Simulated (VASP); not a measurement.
## SiMo3: relaxation of cell and atoms with LDA

SiMo3:

```
Si Mo
1.0
     4.90645    0.00000    0.00000
     0.00000    4.90645    0.00000
     0.00000    0.00000    4.90645
Si Mo
2 6
Direct
  0.00000 0.00000 0.00000
  0.50000 0.50000 0.50000
  0.25000 0.00000 0.50000
  0.50000 0.75000 0.00000
  0.75000 0.00000 0.50000
  0.50000 0.25000 0.00000
  0.00000 0.50000 0.75000
  0.00000 0.50000 0.25000
```

```yaml
Program: VASP 6.6.1
Task: relaxation of cell and atoms
Functional: LDA
Potentials_or_basis: VASP PAW LDA potentials, release 64 (Si, Mo_sv)
Cutoff: 600 eV
k_mesh: 8 × 8 × 8
Occupations: gaussian, width 0.1 eV
Spin: no spin polarisation
Dipole_correction: no
Further_INCAR_settings: ALGO = Fast; EDIFF = 1e-06; IBRION = 2; EDIFFG = -0.005; NSW = 70; ISIF = 3
```

- Relaxed volume: 14.18 Å³/atom
- Relaxed cell: a = 4.841 Å, b = 4.841 Å, c = 4.841 Å, α = 90.00°, β = 90.00°, γ = 90.00°
- Space group after relaxing (to 0.1 Å): Pm-3n (No. 223)
- Energy gained by relaxing: 19.5 meV/atom
- Ionic steps: 4
- Pressure after relaxing: 0.0 GPa
- Band gap on the k mesh: zero (bands 46 and 47 overlap by 2.47 eV)

Step by step:
| step | energy change (eV) | largest force (eV/Å) | pressure (GPa) | volume (Å³) |
| --- | --- | --- | --- | --- |
| 1 | 0.0000 | 0.0000 | -10.32 | 118.11 |
| 2 | 0.9176 | 0.0000 | 34.56 | 102.59 |
| 3 | -0.1559 | 0.0000 | -0.46 | 113.62 |
| 4 | -0.1561 | 0.0000 | -0.05 | 113.46 |

Final structure:
```yaml
crystal:
  lattice:
    - [4.84108, 0.00000, 0.00000]
    - [0.00000, 4.84108, 0.00000]
    - [0.00000, 0.00000, 4.84108]
  atoms:
    - { symbol: Si, position: [0.00000, 0.00000, 0.00000] }
    - { symbol: Si, position: [0.50000, 0.50000, 0.50000] }
    - { symbol: Mo, position: [0.25000, 0.00000, 0.50000] }
    - { symbol: Mo, position: [0.50000, 0.75000, 0.00000] }
    - { symbol: Mo, position: [0.75000, 0.00000, 0.50000] }
    - { symbol: Mo, position: [0.50000, 0.25000, 0.00000] }
    - { symbol: Mo, position: [0.00000, 0.50000, 0.75000] }
    - { symbol: Mo, position: [0.00000, 0.50000, 0.25000] }
```

Levels at points of the mesh, in eV from the Fermi level:
| k point | band 43 | band 44 | band 45 | band 46 | band 47 | band 48 | band 49 | band 50 |
| --- | --- | --- | --- | --- | --- | --- | --- | --- |
| (0.00, 0.00, 0.00) | -1.63 | -1.63 | 1.28 | 1.28 | 1.28 | 2.15 | 2.46 | 2.46 |
| (0.50, 0.00, 0.00) | -1.74 | -1.74 | 0.28 | 0.28 | 0.94 | 0.94 | 1.55 | 1.55 |
| (0.50, 0.50, 0.00) | -1.20 | -0.88 | -0.88 | -0.75 | -0.74 | -0.56 | -0.09 | 0.27 |
| (0.50, 0.50, 0.50) | -1.19 | -1.19 | -1.19 | -1.19 | -1.19 | -1.19 | 1.30 | 1.30 |

Run time: 7.9 min on 1 thread of AMD EPYC 9R45 96-Core Processor (Zen 5), with other jobs on the host, peak memory 0.31 GiB.

LDA usually gives volumes a few per cent too small. Zero-point motion and thermal expansion aren't in these numbers.
